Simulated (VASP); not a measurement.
As, 2 atoms in the cell. Symmetry: P6/mmm, No. 191, hexagonal system. The conventional cell has a = 4.567 Å, b = 4.567 Å, c = 2.829 Å, α = 90.00°, β = 90.00°, γ = 120.00°. As (site symmetry -6m2) has 5 As at 2.64 to 2.83 Å within 3.5 Å. 

- Program: VASP 6.6.1
- Task: single point
- Functional: PBE
- Potentials or basis: VASP PAW PBE potentials, release 64 (As)
- Cutoff: 520 eV
- k mesh: 12 × 12 × 20
- Occupations: gaussian, width 0.1 eV
- Spin: no spin polarisation
- Dipole correction: no
- Further INCAR settings: ALGO = Normal; EDIFF = 1e-06; NBANDS = 12

Potentials or basis: VASP PAW PBE potentials, release 64 (As).

Command:

```bash
$ cat potpaw_PBE.64/As/POTCAR > POTCAR
$ mpirun -np 1 vasp_std > vasp.out
```

Hardware: 1 thread of Intel Xeon 6975P-C, on a shared host.

**Question.** Estimate the wall time of this run.

**Answer.** It took 62 s on 1 thread of Intel Xeon 6975P-C (shared host), peak memory 0.26 GiB. Counts: scf iterations 11, k points 209.
